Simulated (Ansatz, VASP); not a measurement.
## Cd in VASP and in Ansatz

```
Cd
1.0
     3.15335    0.00000    0.00000
    -1.57667    2.73088    0.00000
     0.00000    0.00000   10.03703
Cd
4
Direct
  0.00000 0.00000 0.00000
  0.00000 0.00000 0.50000
  0.33333 0.66667 0.25000
  0.66667 0.33333 0.75000
```

Alike in both runs: functional r2SCAN; k mesh 12 × 12 × 3; occupations fermi-dirac, width 0.1 eV; no spin polarisation.

Ansatz relaxed the structure, and its values are those at the end. VASP's run is a single point on that final structure, the one shown.

|  | VASP | Ansatz |
| --- | --- | --- |
| version | VASP 6.6.1 | Ansatz 0.2.0 |
| potentials or method | VASP PAW PBE potentials, release 64 (Cd), cutoff 520 eV | plane waves (500 eV) with PAW, scalar-relativistic |
| valence electrons in the cell | 48 | 80 |

|  | VASP | Ansatz | Ansatz less VASP |
| --- | --- | --- | --- |
| pressure (GPa) | 0.3 | 0.0 | -0.31 |

VASP's potentials were made for PBE, not for r2SCAN. VASP's potentials hold 48 valence electrons a cell and Ansatz's 80, so a difference there can come from the potentials and not from the codes.
